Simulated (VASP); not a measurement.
Ni, 1 atom in the cell. The cell holds a wire with vacuum, 1 atom: a = 9.000 Å, b = 9.300 Å, c = 2.239 Å, α = 90.00°, β = 90.00°, γ = 90.00°. 

```yaml
Program: VASP 6.6.1
Task: single point
Functional: PBE
Potentials_or_basis: VASP PAW PBE potentials, release 64 (Ni)
Cutoff: 520 eV
k_mesh: 1 × 1 × 29
Occupations: gaussian, width 0.05 eV
Spin: collinear spin, ferromagnetic start
Starting_moments: "[1.5] μB"
Dipole_correction: no
Further_INCAR_settings: ALGO = Normal; EDIFF = 1e-06; NBANDS = 15
```

Potentials or basis: VASP PAW PBE potentials, release 64 (Ni).

Run with:

```sh
$ cat potpaw_PBE.64/Ni/POTCAR > POTCAR
$ mpirun -np 1 vasp_std > vasp.out
```

Hardware: 1 thread of Intel(R) Xeon(R) 6975P-C (Granite Rapids) (shared host).

Estimate the wall time of this run.

Wall time 64 s on 1 thread of Intel(R) Xeon(R) 6975P-C (Granite Rapids), with other jobs on the host, peak memory 0.37 GiB. Counts: scf iterations 26, k points 15.
